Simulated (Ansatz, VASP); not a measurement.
C: VASP beside Ansatz

INCAR

```
SYSTEM = C
PREC     = Accurate       ! precision mode
ENCUT    = 520            ! plane-wave cutoff, eV
EDIFF    = 1E-6           ! SCF threshold, eV
ISMEAR   = 0              ! smearing method
SIGMA    = 0.1            ! smearing width, eV
LREAL    = .False.        ! projectors in reciprocal space
LASPH    = .True.         ! aspherical terms in the spheres
NELM     = 150            ! most SCF steps
ALGO     = Normal         ! electronic algorithm
ISIF     = 2              ! what is computed and relaxed
LWAVE    = .False.        ! write WAVECAR
LCHARG   = .True.         ! write CHGCAR
ISPIN    = 2              ! spin polarisation
MAGMOM   = 1 1 1 1        ! initial moments
LORBIT   = 11             ! projections on sites
GGA      = PE             ! functional
LELF     = .True.         ! ELF
LVHAR    = .True.       
NBANDS   = 20             ! bands
```

KPOINTS

```
regular mesh
0
Gamma
  8 8 6
  0 0 0
```

File POSCAR:

```
C
1.0
    1.2234596300     -2.9201016100      0.0000000000
    1.2234596300      2.9201016100      0.0000000000
    0.0000000000      0.0000000000      3.4558927200
C
4
Direct
    0.5000000000      0.5000000000      0.7895990000
    0.5000000000      0.5000000000      0.2104010000
    0.3173019000      0.6826981000      0.5000000000
    0.6826981000      0.3173019000      0.5000000000
```

Input for Ansatz:

```yaml
crystal:
  lattice:
    - [1.22345963, -2.92010161, 0.0]
    - [1.22345963, 2.92010161, 0.0]
    - [0.0, 0.0, 3.45589272]
  atoms:
    - { symbol: C, position: [0.5, 0.5, 0.789599], spin: 1.0 }
    - { symbol: C, position: [0.5, 0.5, 0.210401], spin: 1.0 }
    - { symbol: C, position: [0.3173019, 0.6826981, 0.5], spin: 1.0 }
    - { symbol: C, position: [0.6826981, 0.3173019, 0.5], spin: 1.0 }
basis:
  ecutwfc: 420
kpoints:
  mp_grid: { grid: [8, 8, 6] }
hamiltonian:
  xc: pbe
scf:
  occupations: { method: gaussian, width: 0.1 }
  lower_state_search: "off"
output:
  forces: true
  stress: true
  eigenvalues: true
  populations: true
magnetization:
  spin_polarized: true
```

Alike in both runs: task single point; functional PBE; k mesh 8 × 8 × 6; occupations gaussian, width 0.1 eV; collinear spin.

|  | VASP | Ansatz |
| --- | --- | --- |
| version | VASP 6.6.1 | Ansatz 0.2.0 |
| potentials or method | VASP PAW PBE potentials, release 64 (C), cutoff 520 eV | scalar-relativistic, plane waves, PAW |
| valence electrons in the cell | 16 | 16 |

|  | VASP | Ansatz | Ansatz less VASP |
| --- | --- | --- | --- |
| gap on the k mesh at the Fermi level (eV) | none | none | - |
| rms of the force components (eV/Å) | 2.196 | 2.182 | -0.0141 |
| net moment per atom (μB) | 0.00 | 0.00 | 0.000 |

Atom by atom the forces differ by 0.026 eV/Å (rms over components). A gap of «none» marks a metal or a gap that the smearing closes. Ansatz's warnings: seeded moment not kept.
